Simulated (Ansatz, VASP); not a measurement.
**One calculation of AlSi16, two programs**

```
Si Al
1.0
     0.00000    5.43000    5.43000
     5.43000    0.00000    5.43000
     5.43000    5.43000    0.00000
Si Al
16 1
Cartesian
  0.0082 -0.0067 -0.0106
  1.3394 1.3630 1.3592
  2.6650 2.7662 -0.0461
  4.0685 4.0918 1.3590
  2.6656 -0.0421 2.7624
  4.0683 1.3631 4.0886
  5.4736 2.7659 2.7627
  6.7832 4.0786 4.0740
  0.0103 2.7340 2.7301
  1.3522 4.0799 4.0746
  2.6979 5.4217 2.7297
  4.0692 6.7925 4.0582
  2.6970 2.7345 5.4169
  4.0689 4.0616 6.7885
  5.4722 5.3891 5.3857
  6.7997 6.7927 6.7884
  4.0685 6.7931 6.7892
```

Alike in both runs: functional LDA; k mesh 2 × 2 × 2; occupations gaussian, width 0.05 eV; collinear spin.

Ansatz relaxed the structure, and its values are those at the end. VASP's run is a single point on that final structure, the one shown.

```csv
,VASP,Ansatz
version,VASP 6.6.1,Ansatz 0.2.0
potentials or method,"VASP PAW LDA potentials, release 64 (Si, Al), cutoff 520 eV","scalar-relativistic, plane waves, PAW"
valence electrons in the cell,67,67
```

```csv
,VASP,Ansatz,Ansatz less VASP
rms of the force components (eV/Å),0.007,0.007,+0.0003
net moment per atom (μB),0.00,0.00,0.000
```

Ansatz warns that its potentials were made for another functional, while VASP's fit it. LDA's correlation is that of Perdew and Zunger in VASP and of Perdew and Wang (1992) in Ansatz. Ansatz's warnings: seeded moment not kept.

The k mesh is coarse, so the values compare programs but aren't converged.
